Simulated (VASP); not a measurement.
Runs of VASP 6.6.1 on TiB2. It takes space group P6/mmm (No. 191, hexagonal). The conventional cell has a = 3.029 Å, b = 3.029 Å, c = 3.228 Å, α = 90.00°, β = 90.00°, γ = 120.00°. Within 3.1 Å of Ti (site symmetry 6/mmm) lie 12 B at 2.38 Å and 6 Ti at 3.03 Å. B (site symmetry -6m2) has 3 B at 1.75 Å within 2.3 Å. 

| level | potentials or basis | gap on the mesh (eV) | pressure (GPa) |
| --- | --- | --- | --- |
| LDA | VASP PAW LDA potentials, release 64 (Ti_sv, B) | none | -10.7 |
| revPBE | VASP PAW PBE potentials, release 64 (Ti_sv, B) | none | 3.8 |
| BLYP | VASP PAW PBE potentials, release 64 (Ti_sv, B) | none | (a) |
| RPBE | VASP PAW PBE potentials, release 64 (Ti_sv, B) | none | 4.9 |
| PBE | VASP PAW PBE potentials, release 64 (Ti_sv, B) | none | (b) |

Alike in all rows: task single point; no spin polarisation; cell as given; k mesh 8 × 8 × 7; cutoff (eV) 500; smearing fermi-dirac 0.1 eV.

Fill in the values left out.

(a) 6.9; (b) 0.4.

Caveats: the PAW data sets were made with another functional, which shifts forces and pressure a little (some runs).

A gap of «none» marks levels without a gap at the run's occupations.
